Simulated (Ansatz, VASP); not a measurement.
## Two plane-wave programs on BiTe

```xyz
2
Lattice="2.4110 1.3920 3.2969 -2.4110 1.3920 3.2969 0.0000 -2.7839 3.2969" Properties=species:S:1:pos:R:3 pbc="T T T"
Bi    0.0000    0.0000    4.9453
Te    0.0000    0.0000    0.0000
```

Alike in both runs: functional r2SCAN; k mesh 12 × 12 × 12; occupations gaussian, width 0.1 eV; no spin polarisation.

Ansatz relaxed the structure, and its values are those at the end. VASP's run is a single point on that final structure, the one shown.

```csv
,VASP,Ansatz
version,VASP 6.6.1,Ansatz 0.2.0
potentials or method,"VASP PAW PBE potentials, release 64 (Bi_d, Te), cutoff 520 eV","scalar-relativistic, plane waves, PAW"
valence electrons in the cell,21,31
```

|  | VASP | Ansatz | Ansatz less VASP |
| --- | --- | --- | --- |
| gap on the k mesh at the Fermi level (eV) | none | none | - |
| pressure (GPa) | 0.0 | 0.0 | +0.03 |

VASP's potentials were made for PBE, not for r2SCAN. A gap of «none» marks a metal or a gap that the smearing closes. VASP's potentials hold 21 valence electrons a cell and Ansatz's 31, so a difference there can come from the potentials and not from the codes.

Spin-orbit coupling is off throughout.
